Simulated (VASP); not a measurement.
# Nd2H3 (R3m) in VASP: a series of runs

Runs on Nd2H3. Level: PBE. Tasks: vibrations by perturbation theory, single point.

Program: VASP 6.6.1. These are calculated values, not measurements. Logs are shortened: lines on timing, memory, paths and dates and some standing lists are left out, and cuts for length are marked.

## Step 1: The cell of the first run

Symmetry: R3m, No. 160, trigonal system. Conventional cell: a = 3.851 Å, b = 3.851 Å, c = 19.066 Å, α = 90.00°, β = 90.00°, γ = 120.00°. Nd (site symmetry 3m) has 5 H at 2.35 to 2.40 Å within 3.1 Å. Nd (site symmetry 3m) has 7 H at 2.33 to 2.37 Å within 3.1 Å. H (site symmetry 3m) has 4 Nd at 2.35 to 2.36 Å and 6 H at 2.70 to 2.74 Å within 3.1 Å. H (site symmetry 3m) has 4 Nd at 2.33 to 2.37 Å and 3 H at 2.70 Å within 3.1 Å. Within 3.1 Å of H (site symmetry 3m) lie 4 Nd at 2.37 to 2.40 Å and 3 H at 2.74 Å.

## Step 2: Vibrations by perturbation theory, PBE

INCAR

```
PREC = Accurate
ENCUT = 500
EDIFF = 1E-8
ISMEAR = 0
SIGMA = 0.1
LREAL = F
LASPH = T
NELM = 200
ALGO = Normal
ISIF = 2
LWAVE = F
LCHARG = F
GGA = PE
NBANDS = 20
IBRION = 8
NSW = 1
GGA_COMPAT = F
LMAXMIX = 6
KPAR = 4
```

KPOINTS

```
regular mesh
0
Gamma
  12 12 12
```

POSCAR

```
Nd2H3
1.0
    1.9254167947      1.1116399048      6.3554892966
   -1.9254167947      1.1116399048      6.3554892966
    0.0000000000     -2.2232798095      6.3554892966
Nd H
2 3
Direct
    0.2224547042      0.2224547042      0.2224547042
    0.7206940304      0.7206940304      0.7206940304
    0.3456794852      0.3456794852      0.3456794852
    0.5983299763      0.5983299763      0.5983299763
    0.0966920078      0.0966920078      0.0966920078
```

Potentials or basis: VASP PAW PBE potentials, release 64 (Nd_3, H), 4f in core.

Command:

```sh
$ cat potpaw_PBE.64/Nd_3/POTCAR potpaw_PBE.64/H/POTCAR > POTCAR
$ mpirun -np 4 vasp_std > vasp.out
```

OUTCAR:

```text
PREC = Accurate
   ENCUT = 500
   EDIFF = 1E-8
   ISMEAR = 0
   LREAL = F
   LASPH = T
   NELM = 200
   ISIF = 2
   GGA = PE
   IBRION = 8
   NSW = 1

 ion  position               nearest neighbor table
   1  0.222  0.222  0.222-   3 2.35
   2  0.721  0.721  0.721-   4 2.33
   3  0.346  0.346  0.346-   1 2.35
   4  0.598  0.598  0.598-   2 2.33
   5  0.097  0.097  0.097-

  LATTYP: Found a trigonal (rhomboedric) cell.
 ALAT       =     6.7331431969
 COS(alpha) =     0.8364525394

  Lattice vectors:

 A1 = (   1.9254167947,   1.1116399048,   6.3554892966)
 A2 = (  -1.9254167947,   1.1116399048,   6.3554892966)
 A3 = (   0.0000000000,  -2.2232798095,   6.3554892966)

Analysis of symmetry for initial positions (statically):
=====================================================================
 Subroutine PRICEL returns:
 Original cell was already a primitive cell.

 Routine SETGRP: Setting up the symmetry group for a
 trigonal (rhombohedral) supercell.

 Subroutine GETGRP returns: Found  6 space group operations
 (whereof  6 operations were pure point group operations)
 out of a pool of 12 trial point group operations.

The static configuration has the point symmetry C_3v.

Analysis of symmetry for dynamics (positions and initial velocities):
=====================================================================
 Subroutine PRICEL returns:
 Original cell was already a primitive cell.

[... 771 lines left out ...]
  ---------------------------------------------------
  ---------------------------------------------------
  free energy    TOTEN  =        -0.01854521 eV

  energy without entropy =       -0.01854466

------------------------ aborting loop because EDIFF is reached ----------------------------------------

 INTERNAL STRAIN TENSOR  FOR ION    5  DIRECTION 3   (eV/Angst):
 -----------------------------------------------------------------------------
    -1.99493  0.00000  0.00000
     0.00000 -1.99493  0.00000
    -0.00000  0.00000  2.87561

 INTERNAL STRAIN TENSOR FOR ION    5 for displacements in x,y,z  (eV/Angst):
          X           Y           Z          XY          YZ          ZX
  --------------------------------------------------------------------------------
  x    -0.00000     0.00000    -0.00000     2.73735     0.00000    -2.17933
  y     2.73735    -2.73735     0.00000     0.00000    -2.17957     0.00000
  z    -1.99493    -1.99493     2.87561     0.00000     0.00000     0.00000

 SECOND DERIVATIVES (NOT SYMMETRIZED)
 ------------------------------------
               1X          1Y          1Z          2X          2Y          2Z          3X          3Y          3Z          4X          4Y          4Z          5X          5Y          5Z
  1X    -3.262159   -0.000000    0.000000    0.106867    0.000000    0.000000    0.408126    0.000000    0.000000    2.286856    0.000000    0.000000    0.460310    0.000000    0.000000
  1Y     0.000000   -3.262159   -0.000000    0.000000    0.106867    0.000000    0.000000    0.408126    0.000000    0.000000    2.286856    0.000000    0.000000    0.460310    0.000000
  1Z     0.000000   -0.000000   -6.007508    0.000000    0.000000    1.992078    0.000000    0.000000    1.694646    0.000000    0.000000    0.894451    0.000000    0.000000    1.426333
  2X     0.100168    0.000000   -0.000000   -4.997507    0.000000   -0.000000    2.270040    0.000000   -0.000000    0.327026   -0.000000    0.000000    2.300273    0.000000   -0.000000
  2Y    -0.000000    0.100168    0.000000    0.000000   -4.997507   -0.000000    0.000000    2.270040    0.000000    0.000000    0.327026    0.000000    0.000000    2.300273    0.000000
  2Z     0.000000    0.000000    1.992323    0.000000   -0.000000   -6.357673    0.000000    0.000000    1.140619    0.000000    0.000000    2.193897    0.000000    0.000000    1.030834
  3X     0.398913    0.000000    0.000000    2.261749    0.000000    0.000000   -3.286101   -0.000000    0.000000    0.108313    0.000000    0.000000    0.517126   -0.000000    0.000000
  3Y     0.000000    0.398913    0.000000   -0.000000    2.261749    0.000000   -0.000000   -3.286101   -0.000000    0.000000    0.108313    0.000000   -0.000000    0.517126    0.000000
  3Z     0.000000    0.000000    1.679673    0.000000    0.000000    1.135829    0.000000   -0.000000   -3.462590    0.000000    0.000000    0.083903    0.000000    0.000000    0.563186
  4X     2.260979   -0.000000    0.000000    0.325701    0.000000   -0.000000    0.108388   -0.000000   -0.000000   -2.651727    0.000000   -0.000000   -0.043341    0.000000    0.000000
  4Y     0.000000    2.260979    0.000000    0.000000    0.325701    0.000000    0.000000    0.108388    0.000000    0.000000   -2.651727   -0.000000    0.000000   -0.043341   -0.000000
  4Z     0.000000    0.000000    0.896260    0.000000    0.000000    2.183560    0.000000    0.000000    0.083944    0.000000   -0.000000   -3.137738    0.000000   -0.000000   -0.026026
  5X     0.451573    0.000000    0.000000    2.292597   -0.000000    0.000000    0.517596    0.000000    0.000000   -0.042688    0.000000    0.000000   -3.219078   -0.000000    0.000000
  5Y    -0.000000    0.451573    0.000000    0.000000    2.292597    0.000000   -0.000000    0.517596    0.000000   -0.000000   -0.042688   -0.000000    0.000000   -3.219078   -0.000000
  5Z     0.000000    0.000000    1.417292    0.000000    0.000000    1.023539    0.000000    0.000000    0.565342    0.000000   -0.000000   -0.023577    0.000000   -0.000000   -2.982597

 Eigenvectors and eigenvalues of the dynamical matrix
 ----------------------------------------------------

   1 f  =   30.659613 THz   192.640029 2PiTHz 1022.694605 cm-1   126.797914 meV
             X         Y         Z           dx          dy          dz
      0.000000  0.000000  4.241425     0.000000   -0.000000    0.011466
      0.000000  0.000000 13.741090     0.000000    0.000000    0.002886
      0.000000  0.000000  6.590887     0.000000   -0.000000   -0.830814
      0.000000  0.000000 11.408039    -0.000000    0.000000    0.115522
      0.000000  0.000000  1.843575    -0.000000    0.000000    0.544300
[... 105 lines left out ...]
  15 f/i=    0.013678 THz     0.085940 2PiTHz    0.456244 cm-1     0.056567 meV
             X         Y         Z           dx          dy          dz
      0.000000  0.000000  4.241425    -0.383839   -0.585598   -0.000000
      0.000000  0.000000 13.741090    -0.387383   -0.591005   -0.000000
      0.000000  0.000000  6.590887    -0.032312   -0.049296   -0.000000
      0.000000  0.000000 11.408039    -0.032173   -0.049084   -0.000000
      0.000000  0.000000  1.843575    -0.032300   -0.049278   -0.000000

--------------------------------------------------------------------------------------------------------

 ELASTIC MODULI CONTR FROM IONIC RELAXATION (kBar)
 Direction    XX          YY          ZZ          XY          YZ          ZX
 --------------------------------------------------------------------------------
 XX        -183.3877     46.6556     99.0113      0.0000     86.4230     -0.0000
 YY          46.6556   -183.3877     99.0113     -0.0000    -86.4230      0.0000
 ZZ          99.0113     99.0113   -234.4091     -0.0000     -0.0000      0.0000
 XY           0.0000     -0.0000     -0.0000   -115.0216     -0.0000     87.6078
 YZ          86.4230    -86.4230     -0.0000     -0.0000    -66.2124      0.0000
 ZX          -0.0000      0.0000      0.0000     87.6078      0.0000    -69.4322
 --------------------------------------------------------------------------------
```

OSZICAR:

```text
N       E                     dE             d eps       ncg     rms          rms(c)
DAV:   1     0.172023140737E+03    0.17202E+03   -0.11413E+04  7560   0.109E+03
DAV:   2    -0.121526255019E+02   -0.18418E+03   -0.18066E+03  8596   0.286E+02
DAV:   3    -0.232260102207E+02   -0.11073E+02   -0.10992E+02 13804   0.562E+01
DAV:   4    -0.234804657982E+02   -0.25446E+00   -0.25407E+00  9932   0.868E+00
[... 204 lines left out ...]
RMM:  10    -0.185452109858E-01   -0.72429E-07   -0.47420E-08 19490   0.289E-04    0.216E-05
RMM:  11    -0.185452425344E-01   -0.31549E-07   -0.22787E-08 19436   0.134E-04    0.103E-05
RMM:  12    -0.185452168642E-01    0.25670E-07   -0.53101E-09 19242   0.673E-05    0.559E-06
RMM:  13    -0.185452070765E-01    0.97877E-08   -0.14664E-09 19132   0.372E-05    0.195E-06
 Linear response finished
```

Wall time 74 min (4 MPI ranks of Intel Xeon 6975P-C (Granite Rapids), shared host); peak memory 2.6 GiB.

Results:

```yaml
Highest_phonon_frequency_at_Γ: 1023 cm⁻¹
```

Phonon frequencies in cm⁻¹ (negative: imaginary):
```tsv
q point	frequencies
(0.000, 0.000, 0.000)	0 0 0 66 66 121 845 848 848 868 868 924 1014 1014 1023
```

Caveat: spin-orbit coupling is left out, which moves the levels of the heavy elements; the 4f electrons are frozen in the core, so they carry no moment and show no levels.

## Step 3: Single point, PBE

POSCAR

```
Nd2H3
1.0
    1.9253551343      1.1116043051      6.3559316684
   -1.9253551343      1.1116043051      6.3559316684
    0.0000000000     -2.2232086101      6.3559316684
Nd H
2 3
Direct
    0.2224606420      0.2224606420      0.2224606420
    0.7207000880      0.7207000880      0.7207000880
    0.3456489142      0.3456489142      0.3456489142
    0.5983464984      0.5983464984      0.5983464984
    0.0966940613      0.0966940613      0.0966940613
```

INCAR.step1

```
SYSTEM = Nd2H3
PREC = Accurate ; ENCUT = 400
EDIFF = 1E-6 ; ISMEAR = 0
SIGMA = 0.1 ; LREAL = .False.
LASPH = .True. ; NELM = 200
ALGO = Normal ; ISIF = 2
LWAVE = .False. ; LCHARG = .True.
LMAXMIX = 6 ; GGA = PE
NBANDS = 20 ; GGA_COMPAT = .False.
NEDOS = 2001 ; LORBIT = 11
```

KPOINTS.step1

```
regular mesh
0
Gamma
  12 12 12
  0 0 0
```

INCAR.step2

```
SYSTEM = Nd2H3
PREC = Accurate ; ENCUT = 400
EDIFF = 1E-6 ; ISMEAR = -5
SIGMA = 0.1 ; LREAL = .False.
LASPH = .True. ; NELM = 200
ALGO = Normal ; ISIF = 2
LWAVE = .False. ; LCHARG = .False.
LMAXMIX = 6 ; GGA = PE
LORBIT = 10 ; NBANDS = 20
NEDOS = 1001 ; ICHARG = 11
GGA_COMPAT = .False.
```

KPOINTS.step2

```
regular mesh
0
Gamma
  18 18 18
  0 0 0
```

Potentials or basis: VASP PAW PBE potentials, release 64 (Nd_3, H), 4f in core.

Command:

```sh
$ cat potpaw_PBE.64/Nd_3/POTCAR potpaw_PBE.64/H/POTCAR > POTCAR
$ cp INCAR.step1 INCAR
$ cp KPOINTS.step1 KPOINTS
$ mpirun -np 1 vasp_std > vasp.out
$ cp INCAR.step2 INCAR
$ cp KPOINTS.step2 KPOINTS
$ mpirun -np 1 vasp_std > vasp.out
```

It took 17 min on 1 thread of Intel Xeon Platinum 8488C (Sapphire Rapids), shared host; peak memory 0.75 GiB.

Results (log left out):

```yaml
Valence_electrons_inside_the_program's_atomic_spheres: Nd 8.79; H 0.56, 0.55 (each value once)
```

Levels at points of the mesh, in eV from the Fermi level:
```tsv
k point	band 10	band 11	band 12	band 13	band 14	band 15
(0.00, 0.00, 0.00)	-4.99	-2.40	0.94	0.99	0.99	1.12
(0.50, 0.00, 0.00)	-4.36	-3.68	-0.84	-0.47	0.29	2.23
(0.50, 0.50, 0.00)	-4.49	-2.86	-1.81	0.58	0.97	1.07
(0.50, 0.50, 0.50)	-5.21	-3.25	-0.52	1.29	1.29	1.41
```

Caveat: spin-orbit coupling is left out, which moves the levels of the heavy elements; the 4f electrons are frozen in the core, so they carry no moment and show no levels. Spin polarisation is off, so any magnetic state and its effect on volume and gap are missing.
